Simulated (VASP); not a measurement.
# Al (I4/mmm) in VASP: further runs

Al is run at these levels: r2SCAN; tasks: single point.

Program: VASP 6.6.1. These are calculated values, not measurements. Logs are shortened: lines on timing, memory, paths and dates and some standing lists are left out, and cuts for length are marked.

## 1. The cell of the first run

Symmetry: I4/mmm, No. 139, tetragonal system. The conventional cell has a = 3.304 Å, b = 3.304 Å, c = 3.037 Å, α = 90.00°, β = 90.00°, γ = 90.00°. Within 3.7 Å of Al (site symmetry 4/mmm) lie 14 Al at 2.79 to 3.30 Å.

## 2. Single point, r2SCAN

File POSCAR:

```
Al
1.0
    0.0000000000      2.3365142344      1.5187342523
    2.3365142344      0.0000000000      1.5187342523
    2.3365142344      2.3365142344      0.0000000000
Al
1
Direct
    0.0000000000      0.0000000000      0.0000000000
```

File INCAR.step1:

```
SYSTEM = Al
PREC = Accurate
ENCUT = 520
ISMEAR = 0
SIGMA = 0.2
LREAL = .FALSE.
LASPH = .TRUE.
NELM = 100
NBANDS = 8
GGA = PE
ALGO = Normal
EDIFF = 1E-4
LWAVE = .TRUE.
LCHARG = .FALSE.
```

File INCAR.step2:

```
SYSTEM = Al
PREC = Accurate
ENCUT = 520
EDIFF = 1E-6
ISMEAR = 0
SIGMA = 0.2
LREAL = .FALSE.
LASPH = .TRUE.
NELM = 100
ALGO = Normal
ISIF = 2
LWAVE = .FALSE.
LCHARG = .TRUE.
METAGGA = R2SCAN
LMIXTAU = .TRUE.
LELF = .TRUE.
LVHAR = .TRUE.
NBANDS = 8
ISTART = 1
```

File KPOINTS:

```
Automatic mesh
0
G
  22 22 22
  0 0 0
```

Potentials or basis: VASP PAW PBE potentials, release 64 (Al).

The run is started by

```
$ cat potpaw_PBE.64/Al/POTCAR > POTCAR
$ cp INCAR.step1 INCAR
$ mpirun -np 1 vasp_std > vasp.out
$ cp INCAR.step2 INCAR
$ mpirun -np 1 vasp_std > vasp.out
```

OUTCAR:

```text
SYSTEM = Al
   PREC = Accurate
   ENCUT = 520
   EDIFF = 1E-6
   ISMEAR = 0
   LREAL = .FALSE.
   LASPH = .TRUE.
   NELM = 100
   ISIF = 2
   METAGGA = R2SCAN
   ISTART = 1

 ion  position               nearest neighbor table
   1  0.000  0.000  0.000-

  LATTYP: Found a body centered tetragonal cell.
 ALAT       =     3.3043301190
 C/A-ratio  =     0.9192388155

  Lattice vectors:

 A1 = (   0.0000000000,  -2.3365142344,  -1.5187342523)
 A2 = (   0.0000000000,   2.3365142344,  -1.5187342523)
 A3 = (   2.3365142344,   0.0000000000,   1.5187342523)

Analysis of symmetry for initial positions (statically):
=====================================================================
 Subroutine PRICEL returns:
 Original cell was already a primitive cell.

 Routine SETGRP: Setting up the symmetry group for a
 body centered tetragonal supercell.

 Subroutine GETGRP returns: Found 16 space group operations
 (whereof 16 operations were pure point group operations)
 out of a pool of 16 trial point group operations.

The static configuration has the point symmetry D_4h.

Analysis of symmetry for dynamics (positions and initial velocities):
=====================================================================
 Subroutine PRICEL returns:
 Original cell was already a primitive cell.

 Routine SETGRP: Setting up the symmetry group for a
 body centered tetragonal supercell.

 Subroutine GETGRP returns: Found 16 space group operations
 (whereof 16 operations were pure point group operations)
 out of a pool of 16 trial point group operations.

The dynamic configuration has the point symmetry D_4h.

 Subroutine INISYM returns: Found 16 space group operations
 (whereof 16 operations are pure point group operations),
 and found     1 'primitive' translations

----------------------------------------------------------------------------------------

                                     Primitive cell

  volume of cell :      16.5824

  direct lattice vectors                    reciprocal lattice vectors
     0.000000000  2.336514234  1.518734252    -0.213993988  0.213993988  0.329221521
     2.336514234  0.000000000  1.518734252     0.213993988 -0.213993988  0.329221521
     2.336514234  2.336514234  0.000000000     0.213993988  0.213993988 -0.329221521

  length of vectors
     2.786727919  2.786727919  3.304330119     0.447184150  0.447184150  0.447184150

  position of ions in fractional coordinates (direct lattice)
     0.000000000  0.000000000  0.000000000

  ion indices of the primitive-cell ions
   primitive index   ion index
                 1           1

----------------------------------------------------------------------------------------

 KPOINTS: Automatic mesh

Automatic generation of k-mesh.
 Grid dimensions read from file:
 generate k-points for:   22   22   22

 Generating k-lattice:

  Cartesian coordinates                     Fractional coordinates (reciprocal lattice)
    -0.009726999  0.009726999  0.014964615     0.045454545 -0.000000000  0.000000000
     0.009726999 -0.009726999  0.014964615    -0.000000000  0.045454545  0.000000000
     0.009726999  0.009726999 -0.014964615     0.000000000  0.000000000  0.045454545

  Length of vectors
     0.020326552  0.020326552  0.020326552

  Shift w.r.t. Gamma in fractional coordinates (k-lattice)
     0.000000000  0.000000000  0.000000000

 Subroutine IBZKPT returns following result:
 ===========================================

 Found    834 irreducible k-points:

 Following reciprocal coordinates:
            Coordinates               Weight
  0.000000  0.000000  0.000000      1.000000
  0.045455  0.000000  0.000000      8.000000
  0.090909  0.000000  0.000000      8.000000
  0.136364  0.000000  0.000000      8.000000
  0.181818  0.000000  0.000000      8.000000
  0.227273 -0.000000  0.000000      8.000000
[... 16 lines left out ...]
  0.500000  0.045455  0.000000      8.000000
 -0.454545  0.045455  0.000000      8.000000
 [... further k-points ...]
   k-points           NKPTS =    834   k-points in BZ     NKDIM =    834   number of bands    NBANDS=      8
   number of dos      NEDOS =    301   number of ions     NIONS =      1
   total plane-waves  NPLWV =  16128
   dimension x,y,z NGX =    24 NGY =   24 NGZ =   28
   dimension x,y,z NGXF=    48 NGYF=   48 NGZF=   56
   ions per type =               1
   NGX,Y,Z   is equivalent  to a cutoff of  14.32, 14.32, 14.09 a.u.
   NGXF,Y,Z  is equivalent  to a cutoff of  28.64, 28.64, 28.17 a.u.
 SYSTEM =  Al
   PREC   = accura    normal or accurate (medium, high low for compatibility)
   ISTART =      1    job   : 0-new  1-cont  2-samecut
   ICHARG =      0    charge: 1-file 2-atom 10-const
   ISPIN  =      1    spin polarized calculation?
   LNONCOLLINEAR =      F non collinear calculations
   LSORBIT =      F    spin-orbit coupling
   LASPH  =      T    aspherical Exc in radial PAW
   ENCUT  =  520.0 eV  38.22 Ry    6.18 a.u.   5.18  5.18  6.14*2*pi/ulx,y,z
   NELM   =    100;   NELMIN=  2; NELMDL=  0     # of ELM steps
   EDIFF  = 0.1E-05   stopping-criterion for ELM
   LREAL  =      F    real-space projection
   EDIFFG = 0.1E-04   stopping-criterion for IOM
   NSW    =      0    number of steps for IOM
   IBRION =     -1    ionic relax: 0-MD 1-quasi-New 2-CG
   NFREE  =      0    steps in history (QN), initial steepest desc. (CG)
   ISIF   =      2    stress and relaxation
   ISYM   =      2    0-nonsym 1-usesym 2-fastsym
   POTIM  = 0.5000    time-step for ionic-motion
   TEBEG  =    0.0;   TEEND  =   0.0 temperature during run
   PSTRESS=    0.0 pullay stress
   NELECT =       3.0000    total number of electrons
   NUPDOWN=      -1.0000    fix difference up-down
   EMIN   =  10.00;   EMAX   =-10.00  energy-range for DOS
   EFERMI =   0.00;   METHOD = LEGACY
   ISMEAR =     0;   SIGMA  =   0.20  broadening in eV -4-tet -1-fermi 0-gaus
   EFERMI_NEDOS =   21; number of points for ismear=-14 and -15
   IALGO  =     38    algorithm
   IMIX   =      4    mixing-type and parameters
     AMIX     =   0.40;   BMIX     =  1.00
     AMIX_MAG =   1.60;   BMIX_MAG =  1.00
  volume/ion in A,a.u.               =      16.58       111.90
  Fermi-wavevector in a.u.,A,eV,Ry     =   0.925903  1.749704 11.664236  0.857297
  Thomas-Fermi vector in A             =   2.051808
   LORBIT       =      0    0 simple, 1 ext, 2 COOP (PROOUT), +10 PAW based schemes
   METAGGA = R2SCAN    functional components
   LHFCALC =     F    Hartree Fock is set to
   AEXX    =    0.0000 exact exchange contribution
   IVDW    =     0    specifies the selected vdW correction
   LEPSILON=     F    determine dielectric tensor
   LRPA    =     F    only Hartree local field effects (RPA)
 non-spin polarized calculation
 Gauss-broadening in eV      SIGMA  =   0.20
  energy-cutoff  :      520.00
  volume of cell :       16.58
 maximum number of plane-waves:       466
 NGX is ok and might be reduce to    24

 number of electron       3.0000000 magnetization

 Free energy of the ion-electron system (eV)
  ---------------------------------------------------
  ext. energy  EPLUGINS =         0.00000000
  ---------------------------------------------------
  free energy    TOTEN  =        -6.63294444 eV

  energy without entropy =       -6.62494780  energy(sigma->0) =       -6.62894612

 E-fermi :   7.9664     XC(G=0): -10.9037

 val. band max:        7.9661749266   @ k =   0.4545   0.0909   0.3636
 cond. band min:       7.9723014564   @ k =  -0.3182   0.3636   0.3182
 fundamental gap:      0.0061265299
 Fermi energy:         7.9664349925

 k-point     1 :       0.0000    0.0000    0.0000
  band No.  band energies     occupation
      1      -3.8474      2.00000
      2      20.6393      0.00000
      3      22.8154      0.00000
      4      22.8154      0.00000
      5      23.1170      0.00000
      6      23.1170      0.00000
      7      23.9101      0.00000
      8      24.5697      0.00000

 k-point     2 :       0.0455    0.0000    0.0000
  band No.  band energies     occupation
      1      -3.7823      2.00000
      2      20.2812      0.00000
      3      21.9182      0.00000
      4      22.3157      0.00000
      5      22.6535      0.00000
      6      23.7345      0.00000
      7      24.1240      0.00000
      8      24.9289      0.00000

 k-point     3 :       0.0909    0.0000    0.0000
  band No.  band energies     occupation
      1      -3.5871      2.00000
      2      19.5684      0.00000
      3      20.1501      0.00000
      4      21.4805      0.00000
      5      21.8017      0.00000
      6      24.2023      0.00000
      7      24.8201      0.00000
      8      25.0131      0.00000

 k-point     4 :       0.1364    0.0000    0.0000
  band No.  band energies     occupation
      1      -3.2623      2.00000
      2      18.1160      0.00000
      3      18.8214      0.00000
      4      20.5553      0.00000
      5      21.0204      0.00000
      6      23.4645      0.00000
      7      25.5343      0.00000
      8      26.1266      0.00000

 k-point     5 :       0.1818    0.0000    0.0000
  band No.  band energies     occupation
      1      -2.8089      2.00000
      2      16.0526      0.00000
      3      18.1339      0.00000
      4      19.6578      0.00000
      5      20.3069      0.00000
      6      22.7094      0.00000
      7      25.9877      0.00000
      8      26.8607      0.00000
[... 177 lines left out ...]
 k-point    22 :       0.4545    0.0455    0.0000
  band No.  band energies     occupation
      1       2.6561      2.00000
      2       5.3012      2.00000
      3      15.0973      0.00000
      4      17.4429      0.00000
      5      17.4488      0.00000
      6      20.4736      0.00000
      7      27.4425      0.00000
      8      32.5593      0.00000

 k-point    23 :       0.5000    0.0455    0.0000
  band No.  band energies     occupation
      1       3.4987      2.00000
      2       4.3635      2.00000
      3      14.9418      0.00000
      4      17.3122      0.00000
      5      17.5043      0.00000
      6      20.5302      0.00000
      7      28.2938      0.00000
      8      31.8762      0.00000

 k-point    24 :      -0.4545    0.0455    0.0000
  band No.  band energies     occupation
      1       2.4562      2.00000
      2       5.5386      2.00000
      3      14.9012      0.00000
      4      17.2880      0.00000
      5      17.6776      0.00000
      6      20.6954      0.00000
      7      29.0665      0.00000
      8      30.9703      0.00000

 [... further k-points ...]

------------------------ aborting loop because EDIFF is reached ----------------------------------------

  FORCE on cell =-STRESS in cart. coord.  units (eV):
  Direction    XX          YY          ZZ          XY          YZ          ZX
  --------------------------------------------------------------------------------------
  -------------------------------------------------------------------------------------
  Total       -0.1402343     -0.1402343     -0.3642307      0.0000000      0.0000000     -0.0000000
  in kB      -13.5492777    -13.5492777    -35.1915609      0.0000000      0.0000000     -0.0000000
  external PRESSURE =     -20.7633721 kB  Pullay stress =       0.0000000 kB

 VOLUME and BASIS-vectors are now :
 -----------------------------------------------------------------------------
  energy-cutoff  :      520.00
  volume of cell :       16.58
      direct lattice vectors                 reciprocal lattice vectors
     0.000000000  2.336514234  1.518734252    -0.213993988  0.213993988  0.329221521
     2.336514234  0.000000000  1.518734252     0.213993988 -0.213993988  0.329221521
     2.336514234  2.336514234  0.000000000     0.213993988  0.213993988 -0.329221521

 POSITION                                       TOTAL-FORCE (eV/Angst)
 -----------------------------------------------------------------------------------
      0.00000      0.00000      0.00000         0.000000      0.000000      0.000000
 -----------------------------------------------------------------------------------
    total drift:                               -0.000000      0.000000      0.000000

  FREE ENERGIE OF THE ION-ELECTRON SYSTEM (eV)
  ---------------------------------------------------
  free  energy   TOTEN  =        -6.6329444426 eV

  energy  without entropy=       -6.6249477998  energy(sigma->0) =       -6.62894612
```

It took 2.9 min on 1 thread of Intel Xeon 6975P-C (Granite Rapids), shared host; peak memory 0.22 GiB.

Results:

| Quantity | Value |
| --- | --- |
| Free energy | -6.6329 eV |
| Pressure | -2.1 GPa |
| Band gap on the k mesh | zero (an odd number of electrons rules out a gap without spin polarisation) |

Caveat: the PAW data sets were made with another functional, which shifts forces and pressure a little.

## 3. Single point, r2SCAN

This run uses another cell than the first one, of the same volume but with other edges.

File POSCAR:

```
Al
1.0
    0.0000000000      1.7681093890      2.6521640835
    1.7681093890      0.0000000000      2.6521640835
    1.7681093890      1.7681093890      0.0000000000
Al
1
Direct
    0.0000000000      0.0000000000      0.0000000000
```

File INCAR.step1:

```
PREC     = Accurate       # precision mode
ENCUT    = 520            # plane-wave cutoff, eV
ISMEAR   = 0              # smearing method
SIGMA    = 0.2            # smearing width, eV
LREAL    = F              # projectors in reciprocal space
LASPH    = T              # aspherical terms in the spheres
NELM     = 80             # most SCF steps
NBANDS   = 8              # bands
GGA      = PE             # functional
ALGO     = Normal         # electronic algorithm
EDIFF    = 1E-4           # SCF threshold, eV
LWAVE    = T              # write WAVECAR
LCHARG   = F              # write CHGCAR
```

File INCAR.step2:

```
PREC     = Accurate       # precision mode
ENCUT    = 520            # plane-wave cutoff, eV
EDIFF    = 1E-7           # SCF threshold, eV
ISMEAR   = 0              # smearing method
SIGMA    = 0.2            # smearing width, eV
LREAL    = F              # projectors in reciprocal space
LASPH    = T              # aspherical terms in the spheres
NELM     = 80             # most SCF steps
ALGO     = Normal         # electronic algorithm
ISIF     = 2              # what is computed and relaxed
LWAVE    = F              # write WAVECAR
LCHARG   = F              # write CHGCAR
METAGGA  = R2SCAN         # meta-GGA
LMIXTAU  = T            
NBANDS   = 8              # bands
ISTART   = 1
```

File KPOINTS:

```
regular mesh
0
Gamma
  22 22 22
```

Potentials or basis: VASP PAW PBE potentials, release 64 (Al).

The run is started by

```
$ cat potpaw_PBE.64/Al/POTCAR > POTCAR
$ cp INCAR.step1 INCAR
$ mpirun -np 1 vasp_std > vasp.out
$ cp INCAR.step2 INCAR
$ mpirun -np 1 vasp_std > vasp.out
```

It took 2 min on 1 thread of Intel Xeon 6975P-C (Granite Rapids), shared host; peak memory 0.2 GiB.

Results (log left out):

| Property | Result |
| --- | --- |
| Free energy | -6.2570 eV |
| Pressure | 9.9 GPa |
| Band gap on the k mesh | zero (an odd number of electrons rules out a gap without spin polarisation) |

Stress tensor (GPa, compression positive):
```
 22.07   0.00   0.00
  0.00  22.07   0.00
  0.00   0.00 -14.50
```

Levels at points of the mesh, in eV from the Fermi level:
```tsv
k point	band 1	band 2	band 3	band 4	band 5
(0.00, 0.00, 0.00)	-11.69	9.23	9.44	11.78	16.28
(0.50, 0.00, 0.00)	-4.60	-3.77	5.90	6.78	17.62
(0.50, 0.50, 0.00)	-6.70	-5.63	9.19	12.18	12.18
(0.50, 0.00, 0.50)	-0.58	1.42	3.34	5.91	6.89
```

Caveat: the stress differs along the axes, from -15 to 22 GPa; the PAW data sets were made with another functional, which shifts forces and pressure a little.
